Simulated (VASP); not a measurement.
# KCl (P4/mmm) in VASP: notebook, part 2 of 2

VASP 6.6.1.

**5. Single point, LDA (strain +0.0350 x Voigt [0, 1, 0, 0, 0, 0])**

Contents of INCAR:

```
SYSTEM = KCl
PREC     = Accurate       ! precision mode
ENCUT    = 520            ! plane-wave cutoff, eV
EDIFF    = 1E-6           ! SCF threshold, eV
ISMEAR   = 0              ! smearing method
SIGMA    = 0.05           ! smearing width, eV
LREAL    = .FALSE.        ! projectors in reciprocal space
LASPH    = .TRUE.         ! aspherical terms in the spheres
NELM     = 60             ! most SCF steps
ALGO     = Normal         ! electronic algorithm
ISIF     = 2              ! what is computed and relaxed
LWAVE    = .FALSE.        ! write WAVECAR
LCHARG   = .TRUE.         ! write CHGCAR
LELF     = .TRUE.         ! ELF
LVHAR    = .TRUE.       
NBANDS   = 15             ! bands
```

Contents of KPOINTS:

```
Automatic mesh
0
G
  6 6 6
  0 0 0
```

Contents of POSCAR:

```
KCl
1.0
    3.8391960000      0.0000000000      0.0000000000
    0.0000000000      3.9735678600      0.0000000000
    0.0000000000      0.0000000000      3.8391960000
K Cl
1 1
Direct
    0.0000000000      0.0000000000      0.0000000000
    0.5000000000      0.5000000000      0.5000000000
```

Potentials or basis: VASP PAW LDA potentials, release 64 (K_sv, Cl).

The run is started by

```bash
> cat potpaw_LDA.64/K_sv/POTCAR potpaw_LDA.64/Cl/POTCAR > POTCAR
> mpirun -np 1 vasp_std > vasp.out
```

OUTCAR:

```text
SYSTEM = KCl
   PREC = Accurate
   ENCUT = 520
   EDIFF = 1E-6
   ISMEAR = 0
   LREAL = .FALSE.
   LASPH = .TRUE.
   NELM = 60
   ISIF = 2

 ion  position               nearest neighbor table
   1  0.000  0.000  0.000-
   2  0.500  0.500  0.500-

  LATTYP: Found a simple tetragonal cell.
 ALAT       =     3.8391960000
 C/A-ratio  =     1.0350000000

  Lattice vectors:

 A1 = (  -3.8391960000,   0.0000000000,   0.0000000000)
 A2 = (   0.0000000000,   0.0000000000,   3.8391960000)
 A3 = (   0.0000000000,   3.9735678600,   0.0000000000)

Analysis of symmetry for initial positions (statically):
[... 607 lines left out ...]
     11       7.3450      0.00000
     12       7.4427      0.00000
     13       8.0500      0.00000
     14       8.3537      0.00000
     15      10.9390      0.00000

 [... further k-points ...]
[... 5 lines left out ...]
  --------------------------------------------------------------------------------------
  -------------------------------------------------------------------------------------
  Total       -1.1059614     -1.6097976     -1.1059614     -0.0000000      0.0000000      0.0000000
  in kB      -30.2544549    -44.0372963    -30.2544549     -0.0000000      0.0000000      0.0000000
  external PRESSURE =     -34.8487354 kB  Pullay stress =       0.0000000 kB

 VOLUME and BASIS-vectors are now :
 -----------------------------------------------------------------------------
  energy-cutoff  :      520.00
  volume of cell :       58.57
      direct lattice vectors                 reciprocal lattice vectors
     3.839196000  0.000000000  0.000000000     0.260471203  0.000000000  0.000000000
     0.000000000  3.973567860  0.000000000     0.000000000  0.251662998  0.000000000
     0.000000000  0.000000000  3.839196000     0.000000000  0.000000000  0.260471203

 POSITION                                       TOTAL-FORCE (eV/Angst)
 -----------------------------------------------------------------------------------
      0.00000      0.00000      0.00000         0.000000      0.000000      0.000000
      1.91960      1.98678      1.91960         0.000000      0.000000      0.000000
 -----------------------------------------------------------------------------------
    total drift:                                0.000000      0.000000     -0.000000

  FREE ENERGIE OF THE ION-ELECTRON SYSTEM (eV)
  ---------------------------------------------------
  free  energy   TOTEN  =        -7.2092030699 eV

  energy  without entropy=       -7.2092030699  energy(sigma->0) =       -7.20920307
```

OSZICAR:

```text
N       E                     dE             d eps       ncg     rms          rms(c)
DAV:   1     0.108752005720E+03    0.10875E+03   -0.71538E+03  1200   0.966E+02
DAV:   2    -0.993390636437E+00   -0.10975E+03   -0.99957E+02  1572   0.256E+02
DAV:   3    -0.732450037472E+01   -0.63311E+01   -0.62998E+01  1629   0.529E+01
DAV:   4    -0.752696242492E+01   -0.20246E+00   -0.20242E+00  1835   0.929E+00
DAV:   5    -0.752892340731E+01   -0.19610E-02   -0.19609E-02  1720   0.987E-01    0.284E+00
DAV:   6    -0.725632239386E+01    0.27260E+00   -0.27644E-01  1515   0.316E+00    0.235E+00
DAV:   7    -0.721522325070E+01    0.41099E-01   -0.58031E-02  1599   0.167E+00    0.143E+00
DAV:   8    -0.720932415182E+01    0.58991E-02   -0.16790E-02  1721   0.919E-01    0.262E-01
DAV:   9    -0.720915067965E+01    0.17347E-03   -0.11080E-03  1545   0.202E-01    0.105E-01
DAV:  10    -0.720920869877E+01   -0.58019E-04   -0.15302E-04  1677   0.103E-01    0.372E-02
DAV:  11    -0.720920242628E+01    0.62725E-05   -0.26315E-05  1578   0.345E-02    0.113E-02
DAV:  12    -0.720920306993E+01   -0.64365E-06   -0.10367E-06  1311   0.930E-03
   1 F= -.72092031E+01 E0= -.72092031E+01  d E =-.940177E-23
```

stdout:

```text
POSCAR found type information on POSCAR K Cl
 POSCAR found :  2 types and       2 ions
 scaLAPACK will be used
 LDA part: xc-table for (Slater(with rela. corr.)+CA(PZ))
 , standard interpolation
 POSCAR, INCAR and KPOINTS ok, starting setup
 FFT: planning ... GRIDC
 FFT: planning ... GRID_SOFT
 FFT: planning ... GRID
 WAVECAR not read
 entering main loop
```

Run time: 27 s. Hardware: 1 thread of Intel Xeon Platinum 8488C (Sapphire Rapids), shared host; peak memory 0.16 GiB.

Results:

```yaml
Free_energy: -7.2092 eV
Pressure: -3.5 GPa
Band_gap_on_the_k_mesh: 4.17 eV (least direct gap 4.37 eV)
```

Levels at points of the mesh, in eV from the valence-band top:
| k point | band 4 | band 5 | band 6 | band 7 | band 8 | band 9 | band 10 | band 11 | band 12 | band 13 |
| --- | --- | --- | --- | --- | --- | --- | --- | --- | --- | --- |
| (0.00, 0.00, 0.00) | -11.42 | -11.42 | -0.37 | -0.20 | -0.20 | 4.17 | 6.16 | 6.28 | 10.26 | 10.26 |
| (0.50, 0.00, 0.00) | -11.39 | -11.29 | -1.81 | -0.37 | -0.18 | 7.09 | 7.48 | 7.80 | 9.78 | 10.00 |
| (0.00, 0.50, 0.00) | -11.39 | -11.24 | -1.81 | -0.21 | -0.21 | 7.10 | 7.46 | 7.50 | 9.84 | 10.25 |
| (0.50, 0.50, 0.00) | -11.60 | -11.37 | -1.28 | -1.20 | 0.00 | 5.69 | 6.96 | 8.67 | 8.78 | 10.45 |
| (0.50, 0.00, 0.50) | -11.65 | -11.37 | -1.23 | -1.23 | -0.14 | 5.81 | 6.70 | 8.42 | 8.42 | 10.65 |
| (0.50, 0.50, 0.50) | -11.61 | -11.55 | -1.35 | -1.35 | -1.30 | 8.23 | 8.31 | 8.31 | 9.25 | 9.54 |

Caveat: the cell differs from its parent crystal (strain +0.0350 x Voigt [0, 1, 0, 0, 0, 0]); the cell stands under tension. A k mesh can miss the band edges.

**6. The runs side by side**

```csv
cell,gap on the mesh (eV),pressure (GPa)
"a = 3.839, b = 3.916 Å, 2 atoms",4.26,-3.3
"a = 3.839, b = 3.954 Å, 2 atoms",4.20,-3.4
"a = 3.839, b = 3.993 Å, 2 atoms",4.14,-3.5
"a = 3.839, b = 3.974 Å, 2 atoms",4.17,-3.5
```

Alike in all rows: task single point; level LDA; potentials or basis VASP PAW LDA potentials, release 64 (K_sv, Cl); no spin polarisation; k mesh 6 × 6 × 6; cutoff (eV) 520; smearing gaussian 0.05 eV.

Caveats: the cell stands under tension.

Total energies depend on the potentials used, so only differences within one code and one set of settings carry meaning.
